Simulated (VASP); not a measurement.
Runs of VASP 6.6.1 on Sc. The structure is that of space group Im-3m (No. 229), or close to it. The cells are those of the table. 

| task | spin | cell | k mesh | cutoff (eV) | gap on the mesh (eV) | pressure (GPa) |
| --- | --- | --- | --- | --- | --- | --- |
| single point | off | a = 3.093 Å, angles 109.5°, 1 atom | 12 × 12 × 12 | 520 | none | 0.0 |
| single point | off | a = 3.051 Å, angles 109.5°, 1 atom | 20 × 20 × 20 | 520 | none | 2.6 |
| single point | off | a = 3.133 Å, angles 109.5°, 1 atom | 20 × 20 × 20 | 520 | none | -2.1 |
| single point | off | a = 3.093 Å, angles 109.5°, 1 atom | 20 × 20 × 20 | 520 | none | 0.0 |
| single point | off | a = 3.212 Å, angles 109.5°, 1 atom | 20 × 20 × 20 | 520 | none | (b) |
| single point | non-collinear, zero start, SOC | a = 3.093 Å, angles 109.5°, 1 atom | 12 × 12 × 12 | 520 | - | 0.0 |
| single point | off | a = 2.964 Å, angles 109.5°, 1 atom | 20 × 20 × 20 | 520 | none | 9.2 |
| single point | off | a = 3.008 Å, angles 109.5°, 1 atom | 20 × 20 × 20 | 520 | none | (a) |
| single point | off | a = 3.173 Å, angles 109.5°, 1 atom | 20 × 20 × 20 | 520 | none | -4.0 |
| relaxation of cell and atoms | off | relaxed from a = 3.191 Å, angles 109.5°, 1 atom | 12 × 12 × 12 | 600 | none | 0.0 |

Alike in all rows: level LDA; potentials or basis VASP PAW LDA potentials, release 64 (Sc_sv); smearing fermi-dirac 0.1 eV.

Estimate the missing entries.

(a) 5.6; (b) -5.5.

A gap of «none» marks levels without a gap at the run's occupations.
